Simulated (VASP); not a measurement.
Runs of VASP 6.6.1 on PtRhSe3. The structure is that of space group Pm-3m (No. 221), or close to it. The cells are those of the table. 

```tsv
task	cell	k mesh	gap on the mesh (eV)	pressure (GPa)	moment (μB)
relaxation of cell and atoms	relaxed from a = 4.616 Å, 5 atoms	4 × 4 × 4	none	-0.2	(a)
single point	a = 4.920 Å, 5 atoms	8 × 8 × 8	none	0.0	1.61
single point	a = 4.922 Å, 5 atoms	4 × 4 × 4	none	0.0	2.01
single point	a = 4.616 Å, 5 atoms	4 × 4 × 4	none	(b)	0.61
```

Alike in all rows: level PBE; potentials or basis VASP PAW PBE potentials, release 64 (Rh_pv, Pt, Se); spin collinear, ferromagnetic start; cutoff (eV) 500; smearing gaussian 0.1 eV.

Task: Estimate the missing entries.

Result: (a) 0.00; (b) 22.1.

Caveats: spin-orbit coupling is left out, which moves the levels of the heavy elements.

A k mesh can miss the band edges, and the runs leave out spin-orbit coupling on Pt, Rh, Se.

A gap of «none» marks levels without a gap at the run's occupations.
